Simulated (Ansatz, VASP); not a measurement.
# PbSe in VASP and in Ansatz

```xyz
2
Lattice="0.0000 3.0697 3.0697 3.0697 0.0000 3.0697 3.0697 3.0697 0.0000" Properties=species:S:1:pos:R:3 pbc="T T T"
Pb    0.0000    0.0000    0.0000
Se    3.0697    3.0697    3.0697
```

Alike in both runs: task single point; functional r2SCAN; k mesh 8 × 8 × 8; no spin polarisation.

|  | VASP | Ansatz |
| --- | --- | --- |
| version | VASP 6.6.1 | Ansatz 0.2.0 |
| potentials or method | VASP PAW PBE potentials, release 64 (Pb_d, Se) | plane waves, PAW |
| plane-wave cutoff (eV) | 520 | 500 |
| occupations | gaussian, width 0.01 eV | fixed |
| valence electrons in the cell | 20 | 30 |

Ansatz gave:

* gap on the k mesh at the Fermi level (eV): 0.60
* pressure (GPa): 1.0

Question: Estimate VASP's values.

Answer: gap on the k mesh at the Fermi level (eV): 0.61; pressure (GPa): 1.0.

VASP's potentials were made for PBE, not for r2SCAN. VASP's potentials hold 20 valence electrons a cell and Ansatz's 30, so a difference there can come from the potentials and not from the codes.

Spin-orbit coupling is off throughout.
